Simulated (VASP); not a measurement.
Ir:

```
Ir
1.0
     0.00000    1.97380    1.81590
     1.97380    0.00000    1.81590
     1.97380    1.97380    0.00000
Ir
1
Direct
  0.00000 0.00000 0.00000
```

This cell differs from its parent crystal: ratio of the length along z to the lengths across it x 0.92, volume and fractional coordinates fixed.

Base run:

* Program: VASP 6.6.1
* Functional: LDA
* Potentials or basis: VASP PAW LDA potentials, release 64 (Ir)
* Cutoff: 520 eV
* k mesh: 8 × 8 × 8
* Occupations: gaussian, width 0.15 eV
* Spin: no spin polarisation

Its results: pressure -3.2 GPa.

Task: The run is repeated on the same cell with these changes: potentials or basis from VASP PAW LDA potentials, release 64 (Ir) to VASP PAW LDA potentials, release 64 (Ir_sv_GW); cutoff from 520 eV to 500 eV; further incar settings from ALGO = Normal; EDIFF = 1e-07; NBANDS = 10 to ALGO = Normal; EDIFF = 1e-06; NBANDS = 14; valence electrons from 9 to 17. What comes out?

Result: Pressure -7.3 GPa.
